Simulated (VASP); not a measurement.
## SiC: single point with PBE

SiC:

```
Si C
1.0
     0.00000    2.10370    2.10370
     2.10370    0.00000    2.10370
     2.10370    2.10370    0.00000
Si C
1 1
Direct
  0.00000 0.00000 0.00000
  0.35212 0.24020 0.19577
```

```
Program             : VASP 6.6.1
Task                : single point
Functional          : PBE
Potentials or basis : VASP PAW PBE potentials, release 64 (Si, C)
Cutoff              : 600 eV
k mesh              : 3 × 3 × 3
Occupations         : gaussian, width 0.01 eV
Spin                : no spin polarisation
```

```yaml
Pressure: 49.2 GPa
Largest_force: 10.003 eV/Å
Band_gap_on_the_k_mesh: 1.65 eV, indirect (least direct gap 4.85 eV)
```

Forces in eV/Å, atoms in the order of the input:
```
Si  -5.610  5.373  6.303
C    5.610 -5.373 -6.303
```

Stress tensor (GPa, compression positive):
```
 50.24 -31.48 -24.88
-31.48  53.15  26.59
-24.88  26.59  44.10
```

Levels at points of the mesh, in eV from the valence-band top:
| k point | band 1 | band 2 | band 3 | band 4 | band 5 | band 6 | band 7 | band 8 |
| --- | --- | --- | --- | --- | --- | --- | --- | --- |
| (0.00, 0.00, 0.00) | -17.09 | -2.15 | -0.37 | 0.00 | 6.38 | 6.95 | 6.99 | 7.97 |

It took 5.7 s on 1 thread of Intel Xeon 8259CL (shared host), peak memory 0.13 GiB.

Caveat: the k points lie up to 0.86 Å⁻¹ apart; forces of over 1 eV/Å act on the atoms, so gaps and moduli don't describe the material at rest. A k mesh can miss the band edges.
